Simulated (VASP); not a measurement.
# I (P6_3/mmc) in VASP: a series of runs

Runs on I. Level: PBEsol. Tasks: single point.

Program: VASP 6.6.1. These are calculated values, not measurements. Logs are shortened: lines on timing, memory, paths and dates and some standing lists are left out, and cuts for length are marked.

**1. The cell of the first run**

It takes space group P6_3/mmc (No. 194, hexagonal). Conventional cell: a = 3.219 Å, b = 3.219 Å, c = 5.372 Å, α = 90.00°, β = 90.00°, γ = 120.00°. I (site symmetry -6m2) has 12 I at 3.22 to 3.27 Å within 4.2 Å.

**2. Single point, PBEsol**

Contents of INCAR:

```
SYSTEM = I
PREC     = Accurate       ! precision mode
ENCUT    = 520            ! plane-wave cutoff, eV
EDIFF    = 1E-6           ! SCF threshold, eV
ISMEAR   = -1             ! smearing method
SIGMA    = 0.02           ! smearing width, eV
LREAL    = .FALSE.        ! projectors in reciprocal space
LASPH    = .TRUE.         ! aspherical terms in the spheres
NELM     = 100            ! most SCF steps
ALGO     = Normal         ! electronic algorithm
ISIF     = 2              ! what is computed and relaxed
LWAVE    = .FALSE.        ! write WAVECAR
LCHARG   = .FALSE.        ! write CHGCAR
GGA      = PS             ! functional
NBANDS   = 14             ! bands
```

Contents of KPOINTS:

```
regular mesh
0
G
  7 7 4
  0 0 0
```

Contents of POSCAR:

```
I
1.0
    3.2192928703      0.0000000000      0.0000000000
   -1.6096464352      2.7879894079      0.0000000000
    0.0000000000      0.0000000000      5.3722166940
I
2
Direct
    0.3333333333      0.6666666667      0.2500000000
    0.6666666667      0.3333333333      0.7500000000
```

Potentials or basis: VASP PAW PBE potentials, release 64 (I).

Command:

```bash
$ cat potpaw_PBE.64/I/POTCAR > POTCAR
$ mpirun -np 1 vasp_std > vasp.out
```

OUTCAR:

```text
SYSTEM = I
   PREC = Accurate
   ENCUT = 520
   EDIFF = 1E-6
   ISMEAR = -1
   LREAL = .FALSE.
   LASPH = .TRUE.
   NELM = 100
   ISIF = 2
   GGA = PS

 ion  position               nearest neighbor table
   1  0.333  0.667  0.250-   2 3.27   2 3.27   2 3.27   2 3.27   2 3.27   2 3.27
   2  0.667  0.333  0.750-   1 3.27   1 3.27   1 3.27   1 3.27   1 3.27   1 3.27

  LATTYP: Found a hexagonal cell.
 ALAT       =     3.2192928703
 C/A-ratio  =     1.6687567458

  Lattice vectors:

 A1 = (   3.2192928703,   0.0000000000,   0.0000000000)
 A2 = (  -1.6096464352,   2.7879894079,   0.0000000000)
 A3 = (   0.0000000000,   0.0000000000,   5.3722166940)

Analysis of symmetry for initial positions (statically):
=====================================================================
 Subroutine PRICEL returns:
 Original cell was already a primitive cell.

 Routine SETGRP: Setting up the symmetry group for a
 hexagonal supercell.

 Subroutine GETGRP returns: Found 24 space group operations
 (whereof 12 operations were pure point group operations)
 out of a pool of 24 trial point group operations.

The static configuration has the point symmetry D_3d.
 The point group associated with its full space group is D_6h.

Analysis of symmetry for dynamics (positions and initial velocities):
=====================================================================
 Subroutine PRICEL returns:
 Original cell was already a primitive cell.

 Routine SETGRP: Setting up the symmetry group for a
 hexagonal supercell.

 Subroutine GETGRP returns: Found 24 space group operations
 (whereof 12 operations were pure point group operations)
 out of a pool of 24 trial point group operations.

The dynamic configuration has the point symmetry D_3d.
 The point group associated with its full space group is D_6h.

 Subroutine INISYM returns: Found 24 space group operations
 (whereof 12 operations are pure point group operations),
 and found     1 'primitive' translations

----------------------------------------------------------------------------------------

                                     Primitive cell

  volume of cell :      48.2175

  direct lattice vectors                    reciprocal lattice vectors
     3.219292870  0.000000000  0.000000000     0.310627222  0.179340710  0.000000000
    -1.609646435  2.787989408  0.000000000     0.000000000  0.358681420  0.000000000
     0.000000000  0.000000000  5.372216694     0.000000000  0.000000000  0.186142901

  length of vectors
     3.219292870  3.219292870  5.372216694     0.358681420  0.358681420  0.186142901

  position of ions in fractional coordinates (direct lattice)
     0.333333333  0.666666667  0.250000000
     0.666666667  0.333333333  0.750000000

  ion indices of the primitive-cell ions
   primitive index   ion index
                 1           1
                 2           2

----------------------------------------------------------------------------------------

 KPOINTS: regular mesh

Automatic generation of k-mesh.
 Grid dimensions read from file:
 generate k-points for:    7    7    4

 Generating k-lattice:

  Cartesian coordinates                     Fractional coordinates (reciprocal lattice)
     0.044375317  0.025620101  0.000000000     0.142857143  0.000000000  0.000000000
     0.000000000  0.051240203  0.000000000     0.000000000  0.142857143  0.000000000
     0.000000000  0.000000000  0.046535725     0.000000000  0.000000000  0.250000000

  Length of vectors
     0.051240203  0.051240203  0.046535725

  Shift w.r.t. Gamma in fractional coordinates (k-lattice)
     0.000000000  0.000000000  0.000000000

 Subroutine IBZKPT returns following result:
 ===========================================

 Found     24 irreducible k-points:

 Following reciprocal coordinates:
            Coordinates               Weight
  0.000000  0.000000  0.000000      1.000000
  0.142857  0.000000  0.000000      6.000000
  0.285714  0.000000  0.000000      6.000000
  0.428571  0.000000  0.000000      6.000000
  0.142857  0.142857  0.000000      6.000000
  0.285714  0.142857  0.000000     12.000000
[... 16 lines left out ...]
  0.428571  0.142857  0.500000      6.000000
  0.285714  0.285714  0.500000      6.000000
   k-points           NKPTS =     24   k-points in BZ     NKDIM =     24   number of bands    NBANDS=     14
   number of dos      NEDOS =    301   number of ions     NIONS =      2
   total plane-waves  NPLWV =  23040
   dimension x,y,z NGX =    24 NGY =   24 NGZ =   40
   dimension x,y,z NGXF=    48 NGYF=   48 NGZF=   80
   ions per type =               2
   NGX,Y,Z   is equivalent  to a cutoff of  12.39, 12.39, 12.38 a.u.
   NGXF,Y,Z  is equivalent  to a cutoff of  24.79, 24.79, 24.76 a.u.
 SYSTEM =  I
   PREC   = accura    normal or accurate (medium, high low for compatibility)
   ISTART =      0    job   : 0-new  1-cont  2-samecut
   ICHARG =      2    charge: 1-file 2-atom 10-const
   ISPIN  =      1    spin polarized calculation?
   LNONCOLLINEAR =      F non collinear calculations
   LSORBIT =      F    spin-orbit coupling
   LASPH  =      T    aspherical Exc in radial PAW
   ENCUT  =  520.0 eV  38.22 Ry    6.18 a.u.   5.99  5.99  9.99*2*pi/ulx,y,z
   NELM   =    100;   NELMIN=  2; NELMDL= -5     # of ELM steps
   EDIFF  = 0.1E-05   stopping-criterion for ELM
   LREAL  =      F    real-space projection
   EDIFFG = 0.1E-04   stopping-criterion for IOM
   NSW    =      0    number of steps for IOM
   IBRION =     -1    ionic relax: 0-MD 1-quasi-New 2-CG
   NFREE  =      0    steps in history (QN), initial steepest desc. (CG)
   ISIF   =      2    stress and relaxation
   ISYM   =      2    0-nonsym 1-usesym 2-fastsym
   POTIM  = 0.5000    time-step for ionic-motion
   TEBEG  =    0.0;   TEEND  =   0.0 temperature during run
   PSTRESS=    0.0 pullay stress
   NELECT =      14.0000    total number of electrons
   NUPDOWN=      -1.0000    fix difference up-down
   EMIN   =  10.00;   EMAX   =-10.00  energy-range for DOS
   EFERMI =   0.00;   METHOD = LEGACY
   ISMEAR =    -1;   SIGMA  =   0.02  broadening in eV -4-tet -1-fermi 0-gaus
   EFERMI_NEDOS =   21; number of points for ismear=-14 and -15
   IALGO  =     38    algorithm
   IMIX   =      4    mixing-type and parameters
     AMIX     =   0.40;   BMIX     =  1.00
     AMIX_MAG =   1.60;   BMIX_MAG =  1.00
  volume/ion in A,a.u.               =      24.11       162.69
  Fermi-wavevector in a.u.,A,eV,Ry     =   1.084050  2.048557 15.989069  1.175163
  Thomas-Fermi vector in A             =   2.220130
   LORBIT       =      0    0 simple, 1 ext, 2 COOP (PROOUT), +10 PAW based schemes
   GGA     = PS    functional components
   LHFCALC =     F    Hartree Fock is set to
   AEXX    =    0.0000 exact exchange contribution
   IVDW    =     0    specifies the selected vdW correction
   LEPSILON=     F    determine dielectric tensor
   LRPA    =     F    only Hartree local field effects (RPA)
 non-spin polarized calculation
  energy-cutoff  :      520.00
  volume of cell :       48.22
 maximum number of plane-waves:      1318
 NGX is ok and might be reduce to    24
   NGX = 11   NGY = 11   NGZ = 19

 number of electron      14.0000001 magnetization

 Free energy of the ion-electron system (eV)
  ---------------------------------------------------
  ext. energy  EPLUGINS =         0.00000000
  ---------------------------------------------------
  free energy    TOTEN  =        -1.95140182 eV

  energy without entropy =       -1.94952844  energy(sigma->0) =       -1.95046513

 E-fermi :  10.0315     XC(G=0): -11.0010

 val. band max:        9.9996105059   @ k =   0.1429   0.0000   0.0000
 cond. band min:      10.0663006476   @ k =   0.1429   0.1429   0.2500
 fundamental gap:      0.0666901418
 Fermi energy:        10.0314697818

 k-point     1 :       0.0000    0.0000    0.0000
  band No.  band energies     occupation
      1      -6.6016      2.00000
      2      -3.6543      2.00000
      3       2.2011      2.00000
      4      10.8188      0.00000
      5      10.8188      0.00000
      6      11.8492      0.00000
      7      12.1236      0.00000
      8      12.1236      0.00000
      9      16.7267      0.00000
     10      18.6330      0.00000
     11      19.3868      0.00000
     12      19.3868      0.00000
     13      19.5179      0.00000
     14      20.9056      0.00000

 k-point     2 :       0.1429    0.0000    0.0000
  band No.  band energies     occupation
      1      -6.2502      2.00000
      2      -3.3715      2.00000
      3       2.5733      2.00000
      4       8.4662      2.00000
      5       9.9996      1.66207
      6      10.4138      0.00000
      7      11.5959      0.00000
      8      11.9533      0.00000
      9      16.5867      0.00000
     10      18.7999      0.00000
     11      19.0429      0.00000
     12      19.5772      0.00000
     13      19.7389      0.00000
     14      20.2108      0.00000

 k-point     3 :       0.2857    0.0000    0.0000
  band No.  band energies     occupation
      1      -5.2422      2.00000
      2      -2.6656      2.00000
      3       3.6508      2.00000
      4       5.1245      2.00000
      5       7.3536      2.00000
      6       8.8285      2.00000
      7      10.4024      0.00000
      8      11.2408      0.00000
      9      14.7734      0.00000
     10      16.9595      0.00000
     11      18.0934      0.00000
     12      19.5145      0.00000
     13      20.3775      0.00000
     14      20.5114      0.00000
[... 324 lines left out ...]
 k-point    23 :       0.4286    0.1429    0.5000
  band No.  band energies     occupation
      1      -2.7207      2.00000
      2      -2.7207      2.00000
      3       2.8901      2.00000
      4       2.8901      2.00000
      5       7.0199      2.00000
      6       7.0199      2.00000
      7       9.6177      2.00000
      8       9.6177      2.00000
      9      15.5843      0.00000
     10      15.5843      0.00000
     11      17.1898      0.00000
     12      17.1898      0.00000
     13      19.9666      0.00000
     14      19.9666      0.00000

 k-point    24 :       0.2857    0.2857    0.5000
  band No.  band energies     occupation
      1      -2.5919      2.00000
      2      -2.5919      2.00000
      3       3.6002      2.00000
      4       3.6002      2.00000
      5       5.3179      2.00000
      6       5.3179      2.00000
      7       9.8007      1.99998
      8       9.8007      1.99998
      9      16.2270      0.00000
     10      16.2270      0.00000
     11      17.7533      0.00000
     12      17.7533      0.00000
     13      21.2133      0.00000
     14      21.2133      0.00000

------------------------ aborting loop because EDIFF is reached ----------------------------------------

  FORCE on cell =-STRESS in cart. coord.  units (eV):
  Direction    XX          YY          ZZ          XY          YZ          ZX
  --------------------------------------------------------------------------------------
  -------------------------------------------------------------------------------------
  Total        6.0151440      6.0151440      6.0190176     -0.0000000     -0.0000000      0.0000000
  in kB      199.8717819    199.8717819    200.0004938     -0.0000000     -0.0000000      0.0000000
  external PRESSURE =     199.9146858 kB  Pullay stress =       0.0000000 kB

 VOLUME and BASIS-vectors are now :
 -----------------------------------------------------------------------------
  energy-cutoff  :      520.00
  volume of cell :       48.22
      direct lattice vectors                 reciprocal lattice vectors
     3.219292870  0.000000000  0.000000000     0.310627222  0.179340710  0.000000000
    -1.609646435  2.787989408  0.000000000     0.000000000  0.358681420  0.000000000
     0.000000000  0.000000000  5.372216694     0.000000000  0.000000000  0.186142901

 POSITION                                       TOTAL-FORCE (eV/Angst)
 -----------------------------------------------------------------------------------
     -0.00000      1.85866      1.34305         0.000000     -0.000000      0.000000
      1.60965      0.92933      4.02916        -0.000000      0.000000      0.000000
 -----------------------------------------------------------------------------------
    total drift:                                0.000000     -0.000000      0.000000

  FREE ENERGIE OF THE ION-ELECTRON SYSTEM (eV)
  ---------------------------------------------------
  free  energy   TOTEN  =        -1.9514018165 eV

  energy  without entropy=       -1.9495284441  energy(sigma->0) =       -1.95046513
```

Wall time 8.2 s (1 thread of Intel Xeon Platinum 8259CL at 2.50GHz (Skylake/Cascade Lake), shared host); peak memory 0.16 GiB.

What came out:

* Free energy: -1.9514 eV
* Pressure: 20.0 GPa
* Band gap on the k mesh: zero (bands 7 and 8 overlap by 4.16 eV)

Levels at points of the mesh, in eV from the Fermi level:
```
           k point  band 5  band 6  band 7  band 8  band 9  band 10
(0.00, 0.00, 0.00)    0.79    1.82    2.09    2.09    6.70     8.60
(0.00, 0.00, 0.50)    1.42    1.42    1.42    1.42    7.74     7.74
```

Caveat: the cell stands under pressure; the PAW data sets were made with another functional, which shifts forces and pressure a little; spin-orbit coupling is left out, which moves the levels of the heavy elements.

**3. Single point, PBEsol**

This run uses another cell than the first one, of 36.78 Å³/atom.

Contents of INCAR:

```
SYSTEM = I
ALGO     = Normal         ! electronic algorithm
EDIFF    = 1E-7           ! SCF threshold, eV
ENCUT    = 520            ! plane-wave cutoff, eV
GGA      = PS             ! functional
ISIF     = 2              ! what is computed and relaxed
ISMEAR   = -1             ! smearing method
LASPH    = .True.         ! aspherical terms in the spheres
LCHARG   = .True.         ! write CHGCAR
LELF     = .True.         ! ELF
LREAL    = .False.        ! projectors in reciprocal space
LVHAR    = .True.       
LWAVE    = .False.        ! write WAVECAR
NBANDS   = 14             ! bands
NELM     = 60             ! most SCF steps
PREC     = Accurate       ! precision mode
SIGMA    = 0.02           ! smearing width, eV
```

Contents of KPOINTS:

```
k-points
0
Gamma
  7 7 4
  0 0 0
```

Contents of POSCAR:

```
I
1.0
    3.3139425565      0.0000000000      0.0000000000
   -1.6569712783      2.8699584406      0.0000000000
    0.0000000000      0.0000000000      7.7332548530
I
2
Direct
    0.3333333333      0.6666666667      0.2500000000
    0.6666666667      0.3333333333      0.7500000000
```

Potentials or basis: VASP PAW PBE potentials, release 64 (I).

Command:

```bash
$ cat potpaw_PBE.64/I/POTCAR > POTCAR
$ mpirun -np 1 vasp_std > vasp.out
```

Run time: 25 s. Hardware: 1 thread of Intel Xeon Platinum 8259CL at 2.50GHz (Skylake/Cascade Lake), shared host; peak memory 0.2 GiB.

Results (log left out):

* Free energy: -2.9800 eV
* Pressure: 0.0 GPa
* Band gap on the k mesh: zero (bands 7 and 8 overlap by 2.96 eV)

Levels at points of the mesh, in eV from the Fermi level:
```
           k point  band 4  band 5  band 6  band 7  band 8  band 9
(0.00, 0.00, 0.00)   -1.93    1.75    1.75    1.86    1.86    4.38
(0.00, 0.00, 0.50)   -3.38    1.80    1.80    1.80    1.80    7.27
```

Caveat: the PAW data sets were made with another functional, which shifts forces and pressure a little; spin-orbit coupling is left out, which moves the levels of the heavy elements; this functional lacks dispersion, which binds the layers, so the pressure and a relaxed spacing across them are unreliable.
